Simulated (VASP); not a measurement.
# Na (P6_3/mmc) in VASP: notebook

Na is run at these levels: PBE; tasks: single point.

All numbers are computed with VASP 6.6.1; they aren't measurements. Logs are shortened: lines on timing, memory, paths and dates and some standing lists are left out, and cuts for length are marked.

## (1) The cell of the first run

Symmetry: P6_3/mmc, No. 194, hexagonal system. Conventional cell: a = 3.767 Å, b = 3.767 Å, c = 6.092 Å, α = 90.00°, β = 90.00°, γ = 120.00°. Na (site symmetry -6m2) has 12 Na at 3.74 to 3.77 Å within 4.9 Å.

## (2) Single point, PBE (zz strain of -1 %)

INCAR reads:

```
SYSTEM = Na
ALGO = Normal
EDIFF = 1E-6
ENCUT = 520
GGA = PE
ISIF = 2
ISMEAR = -1
LASPH = .True.
LCHARG = .True.
LELF = .True.
LREAL = .False.
LVHAR = .True.
LWAVE = .False.
NBANDS = 14
NELM = 100
PREC = Accurate
SIGMA = 0.05
```

KPOINTS reads:

```
k-points
0
Gamma
  13 13 7
  0 0 0
```

POSCAR reads:

```
Na
1.0
    3.7670009976      0.0000000000      0.0000000000
   -1.8835004988      3.2623185600      0.0000000000
    0.0000000000      0.0000000000      6.0924600000
Na
2
Direct
    0.3333333333      0.6666666667      0.2500000000
    0.6666666667      0.3333333333      0.7500000000
```

Potentials or basis: VASP PAW PBE potentials, release 64 (Na_pv).

Started as:

```
cat potpaw_PBE.64/Na_pv/POTCAR > POTCAR
mpirun -np 1 vasp_std > vasp.out
```

OUTCAR:

```text
SYSTEM = Na
   EDIFF = 1E-6
   ENCUT = 520
   GGA = PE
   ISIF = 2
   ISMEAR = -1
   LASPH = .True.
   LREAL = .False.
   NELM = 100
   PREC = Accurate

 ion  position               nearest neighbor table
   1  0.333  0.667  0.250-
   2  0.667  0.333  0.750-

  LATTYP: Found a hexagonal cell.
 ALAT       =     3.7670009976
 C/A-ratio  =     1.6173237023

  Lattice vectors:

 A1 = (   3.7670009976,   0.0000000000,   0.0000000000)
 A2 = (  -1.8835004988,   3.2623185600,   0.0000000000)
 A3 = (   0.0000000000,   0.0000000000,   6.0924600000)

Analysis of symmetry for initial positions (statically):
=====================================================================
 Subroutine PRICEL returns:
 Original cell was already a primitive cell.

 Routine SETGRP: Setting up the symmetry group for a
 hexagonal supercell.

 Subroutine GETGRP returns: Found 24 space group operations
 (whereof 12 operations were pure point group operations)
 out of a pool of 24 trial point group operations.

The static configuration has the point symmetry D_3d.
 The point group associated with its full space group is D_6h.

Analysis of symmetry for dynamics (positions and initial velocities):
=====================================================================
 Subroutine PRICEL returns:
 Original cell was already a primitive cell.

 Routine SETGRP: Setting up the symmetry group for a
 hexagonal supercell.

 Subroutine GETGRP returns: Found 24 space group operations
 (whereof 12 operations were pure point group operations)
 out of a pool of 24 trial point group operations.

The dynamic configuration has the point symmetry D_3d.
 The point group associated with its full space group is D_6h.

 Subroutine INISYM returns: Found 24 space group operations
 (whereof 12 operations are pure point group operations),
 and found     1 'primitive' translations

----------------------------------------------------------------------------------------

                                     Primitive cell

  volume of cell :      74.8712

  direct lattice vectors                    reciprocal lattice vectors
     3.767000998  0.000000000  0.000000000     0.265463163  0.153265229  0.000000000
    -1.883500499  3.262318560  0.000000000     0.000000000  0.306530457  0.000000000
     0.000000000  0.000000000  6.092460000     0.000000000  0.000000000  0.164137311

  length of vectors
     3.767000998  3.767000998  6.092460000     0.306530457  0.306530457  0.164137311

  position of ions in fractional coordinates (direct lattice)
     0.333333333  0.666666667  0.250000000
     0.666666667  0.333333333  0.750000000

  ion indices of the primitive-cell ions
   primitive index   ion index
                 1           1
                 2           2

----------------------------------------------------------------------------------------

 KPOINTS: k-points

Automatic generation of k-mesh.
 Grid dimensions read from file:
 generate k-points for:   13   13    7

 Generating k-lattice:

  Cartesian coordinates                     Fractional coordinates (reciprocal lattice)
     0.020420243  0.011789633  0.000000000     0.076923077  0.000000000  0.000000000
     0.000000000  0.023579266  0.000000000     0.000000000  0.076923077  0.000000000
     0.000000000  0.000000000  0.023448187     0.000000000  0.000000000  0.142857143

  Length of vectors
     0.023579266  0.023579266  0.023448187

  Shift w.r.t. Gamma in fractional coordinates (k-lattice)
     0.000000000  0.000000000  0.000000000

 Subroutine IBZKPT returns following result:
 ===========================================

 Found     84 irreducible k-points:

 Following reciprocal coordinates:
            Coordinates               Weight
  0.000000  0.000000  0.000000      1.000000
  0.076923 -0.000000  0.000000      6.000000
  0.153846 -0.000000  0.000000      6.000000
  0.230769 -0.000000  0.000000      6.000000
  0.307692 -0.000000  0.000000      6.000000
  0.384615  0.000000  0.000000      6.000000
[... 16 lines left out ...]
  0.076923 -0.000000  0.142857     12.000000
  0.153846 -0.000000  0.142857     12.000000
 [... further k-points ...]
   k-points           NKPTS =     84   k-points in BZ     NKDIM =     84   number of bands    NBANDS=     14
   number of dos      NEDOS =    301   number of ions     NIONS =      2
   total plane-waves  NPLWV =  37632
   dimension x,y,z NGX =    28 NGY =   28 NGZ =   48
   dimension x,y,z NGXF=    56 NGYF=   56 NGZF=   96
   ions per type =               2
   NGX,Y,Z   is equivalent  to a cutoff of  12.36, 12.36, 13.10 a.u.
   NGXF,Y,Z  is equivalent  to a cutoff of  24.71, 24.71, 26.20 a.u.
 SYSTEM =  Na
   PREC   = accura    normal or accurate (medium, high low for compatibility)
   ISTART =      0    job   : 0-new  1-cont  2-samecut
   ICHARG =      2    charge: 1-file 2-atom 10-const
   ISPIN  =      1    spin polarized calculation?
   LNONCOLLINEAR =      F non collinear calculations
   LSORBIT =      F    spin-orbit coupling
   LASPH  =      T    aspherical Exc in radial PAW
   ENCUT  =  520.0 eV  38.22 Ry    6.18 a.u.   7.00  7.00 11.33*2*pi/ulx,y,z
   NELM   =    100;   NELMIN=  2; NELMDL= -5     # of ELM steps
   EDIFF  = 0.1E-05   stopping-criterion for ELM
   LREAL  =      F    real-space projection
   EDIFFG = 0.1E-04   stopping-criterion for IOM
   NSW    =      0    number of steps for IOM
   IBRION =     -1    ionic relax: 0-MD 1-quasi-New 2-CG
   NFREE  =      0    steps in history (QN), initial steepest desc. (CG)
   ISIF   =      2    stress and relaxation
   ISYM   =      2    0-nonsym 1-usesym 2-fastsym
   POTIM  = 0.5000    time-step for ionic-motion
   TEBEG  =    0.0;   TEEND  =   0.0 temperature during run
   PSTRESS=    0.0 pullay stress
   NELECT =      14.0000    total number of electrons
   NUPDOWN=      -1.0000    fix difference up-down
   EMIN   =  10.00;   EMAX   =-10.00  energy-range for DOS
   EFERMI =   0.00;   METHOD = LEGACY
   ISMEAR =    -1;   SIGMA  =   0.05  broadening in eV -4-tet -1-fermi 0-gaus
   EFERMI_NEDOS =   21; number of points for ismear=-14 and -15
   IALGO  =     38    algorithm
   IMIX   =      4    mixing-type and parameters
     AMIX     =   0.40;   BMIX     =  1.00
     AMIX_MAG =   1.60;   BMIX_MAG =  1.00
  volume/ion in A,a.u.               =      37.44       252.63
  Fermi-wavevector in a.u.,A,eV,Ry     =   0.936151  1.769069 11.923856  0.876379
  Thomas-Fermi vector in A             =   2.063131
   LORBIT       =      0    0 simple, 1 ext, 2 COOP (PROOUT), +10 PAW based schemes
   GGA     = PE    functional components
   LHFCALC =     F    Hartree Fock is set to
   AEXX    =    0.0000 exact exchange contribution
   IVDW    =     0    specifies the selected vdW correction
   LEPSILON=     F    determine dielectric tensor
   LRPA    =     F    only Hartree local field effects (RPA)
 non-spin polarized calculation
  energy-cutoff  :      520.00
  volume of cell :       74.87
 maximum number of plane-waves:      2033
 NGX is ok and might be reduce to    28
   NGX = 13   NGY = 13   NGZ = 23

 number of electron      14.0000005 magnetization

 Free energy of the ion-electron system (eV)
  ---------------------------------------------------
  ext. energy  EPLUGINS =         0.00000000
  ---------------------------------------------------
  free energy    TOTEN  =        -2.62505647 eV

  energy without entropy =       -2.61697773  energy(sigma->0) =       -2.62101710

 E-fermi :   0.2946     XC(G=0):  -6.4762

 val. band max:        0.2759684024   @ k =   0.0769   0.0769   0.1429
 cond. band min:       0.3105980735   @ k =   0.3846   0.1538   0.0000
 fundamental gap:      0.0346296711
 Fermi energy:         0.2946035115

 k-point     1 :       0.0000    0.0000    0.0000
  band No.  band energies     occupation
      1     -24.6381      2.00000
      2     -24.6087      2.00000
      3     -24.6087      2.00000
      4     -24.6037      2.00000
      5     -24.6037      2.00000
      6     -24.6035      2.00000
      7      -2.9580      2.00000
      8       0.8979      0.00001
      9       1.3083      0.00000
     10      10.1474      0.00000
     11      10.1474      0.00000
     12      10.4890      0.00000
     13      10.4890      0.00000
     14      10.7208      0.00000

 k-point     2 :       0.0769   -0.0000    0.0000
  band No.  band energies     occupation
      1     -24.6375      2.00000
      2     -24.6101      2.00000
      3     -24.6092      2.00000
      4     -24.6052      2.00000
      5     -24.6040      2.00000
      6     -24.6038      2.00000
      7      -2.8715      2.00000
      8       0.9746      0.00000
      9       1.3925      0.00000
     10       8.6393      0.00000
     11       9.4582      0.00000
     12       9.9084      0.00000
     13      11.2788      0.00000
     14      11.5487      0.00000

 k-point     3 :       0.1538   -0.0000    0.0000
  band No.  band energies     occupation
      1     -24.6356      2.00000
      2     -24.6140      2.00000
      3     -24.6104      2.00000
      4     -24.6092      2.00000
      5     -24.6046      2.00000
      6     -24.6046      2.00000
      7      -2.6130      2.00000
      8       1.2050      0.00000
      9       1.6421      0.00000
     10       6.9132      0.00000
     11       8.7565      0.00000
     12       9.0146      0.00000
     13      10.3225      0.00000
     14      11.2676      0.00000

 k-point     4 :       0.2308   -0.0000    0.0000
  band No.  band energies     occupation
      1     -24.6328      2.00000
      2     -24.6195      2.00000
      3     -24.6148      2.00000
      4     -24.6122      2.00000
      5     -24.6059      2.00000
      6     -24.6056      2.00000
      7      -2.1849      2.00000
      8       1.5897      0.00000
      9       2.0444      0.00000
     10       5.3053      0.00000
     11       8.1365      0.00000
     12       8.1908      0.00000
     13       8.6895      0.00000
     14      10.1659      0.00000

 k-point     5 :       0.3077   -0.0000    0.0000
  band No.  band energies     occupation
      1     -24.6294      2.00000
      2     -24.6255      2.00000
      3     -24.6206      2.00000
      4     -24.6139      2.00000
      5     -24.6077      2.00000
      6     -24.6067      2.00000
      7      -1.5915      2.00000
      8       2.1299      0.00000
      9       2.5338      0.00000
     10       3.8980      0.00000
     11       7.2011      0.00000
[... 276 lines left out ...]
 k-point    22 :       0.0000    0.0000    0.1429
  band No.  band energies     occupation
      1     -24.6364      2.00000
      2     -24.6085      2.00000
      3     -24.6085      2.00000
      4     -24.6053      2.00000
      5     -24.6040      2.00000
      6     -24.6040      2.00000
      7      -2.8724      2.00000
      8       0.0322      1.98953
      9       2.3186      0.00000
     10      10.0744      0.00000
     11      10.2121      0.00000
     12      10.2121      0.00000
     13      10.5375      0.00000
     14      10.5375      0.00000

 k-point    23 :       0.0769   -0.0000    0.1429
  band No.  band energies     occupation
      1     -24.6359      2.00000
      2     -24.6098      2.00000
      3     -24.6089      2.00000
      4     -24.6065      2.00000
      5     -24.6044      2.00000
      6     -24.6042      2.00000
      7      -2.7861      2.00000
      8       0.1136      1.94781
      9       2.3976      0.00000
     10       8.6997      0.00000
     11       9.5262      0.00000
     12       9.8827      0.00000
     13      10.3686      0.00000
     14      11.2473      0.00000

 k-point    24 :       0.1538   -0.0000    0.1429
  band No.  band energies     occupation
      1     -24.6343      2.00000
      2     -24.6136      2.00000
      3     -24.6103      2.00000
      4     -24.6102      2.00000
      5     -24.6052      2.00000
      6     -24.6049      2.00000
      7      -2.5280      2.00000
      8       0.3569      0.44659
      9       2.6323      0.00000
     10       6.9864      0.00000
     11       8.8263      0.00000
     12       8.9322      0.00000
     13       9.8100      0.00000
     14      10.8815      0.00000

 [... further k-points ...]

------------------------ aborting loop because EDIFF is reached ----------------------------------------

  FORCE on cell =-STRESS in cart. coord.  units (eV):
  Direction    XX          YY          ZZ          XY          YZ          ZX
  --------------------------------------------------------------------------------------
  -------------------------------------------------------------------------------------
  Total       -0.0623947     -0.0623947      0.0322686      0.0000000      0.0000000      0.0000000
  in kB       -1.3351915     -1.3351915      0.6905190      0.0000000      0.0000000      0.0000000
  external PRESSURE =      -0.6599547 kB  Pullay stress =       0.0000000 kB

 VOLUME and BASIS-vectors are now :
 -----------------------------------------------------------------------------
  energy-cutoff  :      520.00
  volume of cell :       74.87
      direct lattice vectors                 reciprocal lattice vectors
     3.767000998  0.000000000  0.000000000     0.265463163  0.153265229  0.000000000
    -1.883500499  3.262318560  0.000000000     0.000000000  0.306530457  0.000000000
     0.000000000  0.000000000  6.092460000     0.000000000  0.000000000  0.164137311

 POSITION                                       TOTAL-FORCE (eV/Angst)
 -----------------------------------------------------------------------------------
     -0.00000      2.17488      1.52311        -0.000000      0.000000      0.000000
      1.88350      1.08744      4.56935         0.000000     -0.000000     -0.000000
 -----------------------------------------------------------------------------------
    total drift:                               -0.000000      0.000000      0.000000

  FREE ENERGIE OF THE ION-ELECTRON SYSTEM (eV)
  ---------------------------------------------------
  free  energy   TOTEN  =        -2.6250564703 eV

  energy  without entropy=       -2.6169777282  energy(sigma->0) =       -2.62101710
```

It took 32 s on 1 thread of Intel Xeon 6975P-C (Granite Rapids), shared host; peak memory 0.21 GiB.

What came out:

```yaml
Free_energy: -2.6251 eV
Pressure: -0.1 GPa
Band_gap_on_the_k_mesh: zero (band 7 reaches 1.72 eV, above the bottom of band 8 at -1.61 eV)
```

Caveat: the cell differs from its parent crystal (zz strain of -1 %).

(Continued in part 2 of 2.)
